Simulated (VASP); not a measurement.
A run of VASP 6.6.1 is set up as follows.

INCAR

```
  ALGO = Normal
  EDIFF = 1E-6
  ENCUT = 520
  GGA = PE
  ISIF = 2
  ISMEAR = 0
  ISYM = 0
  IVDW = 12
  LASPH = T
  LCHARG = F
  LREAL = F
  LWAVE = F
  NBANDS = 11
  NELM = 80
  PREC = Accurate
  SIGMA = 0.05
```

Contents of KPOINTS:

```
k-points
0
Gamma
  12 12 12
```

File POSCAR:

```
BN
1.0
    0.0000000000      3.1892054910      2.1688319106
    1.2538424675      0.0000000000      2.1688319106
    1.2538424675      3.1892054910      0.0000000000
B N
1 1
Direct
    0.0001068737      0.0001068737      0.9998931263
    0.6665931163      0.6665931163      0.3334068837
```

Potentials or basis: VASP PAW PBE potentials, release 64 (B, N).

Launch:

```bash
$ cat potpaw_PBE.64/B/POTCAR potpaw_PBE.64/N/POTCAR > POTCAR
$ mpirun -np 1 vasp_std > vasp.out
```

Question: Predict the pressure.

Answer: 0.5 GPa.

Question: Estimate the dispersion energy per atom.

Answer: -0.148 eV.

Question: Estimate the band gap on the k mesh.

Answer: 3.36 eV (least direct gap 4.53 eV).

Forces in eV/Å, atoms in the order of the input:
```
B    0.000  0.000  0.008
N    0.000  0.000 -0.008
```

Caveat: three body term missing. A k mesh can miss the band edges.
